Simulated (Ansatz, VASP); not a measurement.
**Two plane-wave programs on AlCo**

Contents of INCAR:

```
SYSTEM = AlCo
PREC     = Accurate       ! precision mode
ENCUT    = 520            ! plane-wave cutoff, eV
EDIFF    = 1E-6           ! SCF threshold, eV
ISMEAR   = 0              ! smearing method
SIGMA    = 0.1            ! smearing width, eV
LREAL    = .False.        ! projectors in reciprocal space
LASPH    = .True.         ! aspherical terms in the spheres
NELM     = 60             ! most SCF steps
ALGO     = Normal         ! electronic algorithm
ISIF     = 2              ! what is computed and relaxed
LWAVE    = .False.        ! write WAVECAR
LCHARG   = .False.        ! write CHGCAR
GGA      = PS             ! functional
NBANDS   = 13             ! bands
```

File KPOINTS:

```
Automatic mesh
0
Gamma
  14 14 14
  0 0 0
```

Contents of POSCAR:

```
AlCo
1.0
    2.8779444046      0.0000000000      0.0000000000
    0.0000000000      2.8779444046      0.0000000000
    0.0000000000      0.0000000000      2.8779444046
Al Co
1 1
Direct
    0.0000000000      0.0000000000      0.0000000000
    0.5000000000      0.5000000000      0.5000000000
```

Input for Ansatz:

```yaml
crystal:
  lattice:
    - [2.8779444046, 0.0, 0.0]
    - [0.0, 2.8779444046, 0.0]
    - [0.0, 0.0, 2.8779444046]
  atoms:
    - { symbol: Al, position: [0.0, 0.0, 0.0] }
    - { symbol: Co, position: [0.5, 0.5, 0.5] }
basis:
  ecutwfc: 420
kpoints:
  mp_grid: { grid: [14, 14, 14] }
hamiltonian:
  xc: pbesol
scf:
  occupations: { method: gaussian, width: 0.1 }
output:
  forces: true
  stress: true
  eigenvalues: true
```

Alike in both runs: task single point; functional PBEsol; k mesh 14 × 14 × 14; occupations gaussian, width 0.1 eV; no spin polarisation.

|  | VASP | Ansatz |
| --- | --- | --- |
| version | VASP 6.6.1 | Ansatz 0.2.0 |
| potentials or method | VASP PAW PBE potentials, release 64 (Al, Co), cutoff 520 eV | scalar-relativistic, plane waves, PAW |
| valence electrons in the cell | 12 | 20 |

Ansatz gave:

| Property | Result |
| --- | --- |
| gap on the k mesh at the Fermi level (eV) | none |
| pressure (GPa) | -10.0 |

Estimate VASP's values.

gap on the k mesh at the Fermi level (eV): none; pressure (GPa): -9.9.

VASP's potentials were made for PBE, not for PBEsol. A gap of «none» marks a metal or a gap that the smearing closes. The functional is the same, so the differences come from potentials, cutoffs and numerics. VASP's potentials hold 12 valence electrons a cell and Ansatz's 20, so a difference there can come from the potentials and not from the codes.
